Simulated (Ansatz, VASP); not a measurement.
**BN in VASP and in Ansatz**

```
CELL_PARAMETERS angstrom
2.54332 0.00000 0.00000
-1.27166 2.20258 0.00000
0.00000 0.00000 4.20685
ATOMIC_POSITIONS crystal
B 0.33333 0.66667 0.99970
B 0.66667 0.33333 0.49970
N 0.33333 0.66667 0.37430
N 0.66667 0.33333 0.87430
```

Alike in both runs: functional r2SCAN; k mesh 12 × 12 × 6; occupations gaussian, width 0.02 eV; no spin polarisation.

Ansatz relaxed the structure, and its values are those at the end. VASP's run is a single point on that final structure, the one shown.

```csv
,VASP,Ansatz
version,VASP 6.6.1,Ansatz 0.2.0
potentials or method,"VASP PAW PBE potentials, release 64 (B, N), cutoff 520 eV","scalar-relativistic, plane waves, PAW"
valence electrons in the cell,16,16
```

|  | VASP | Ansatz | Ansatz less VASP |
| --- | --- | --- | --- |
| gap on the k mesh at the Fermi level (eV) | 5.72 | 5.74 | +0.026 |
| least direct gap on the mesh (eV) | 8.99 | 9.01 | +0.019 |
| pressure (GPa) | 1.4 | 0.0 | -1.40 |

VASP's potentials were made for PBE, not for r2SCAN. With one functional, cell and mesh, what is left measures potentials, basis and numerics.
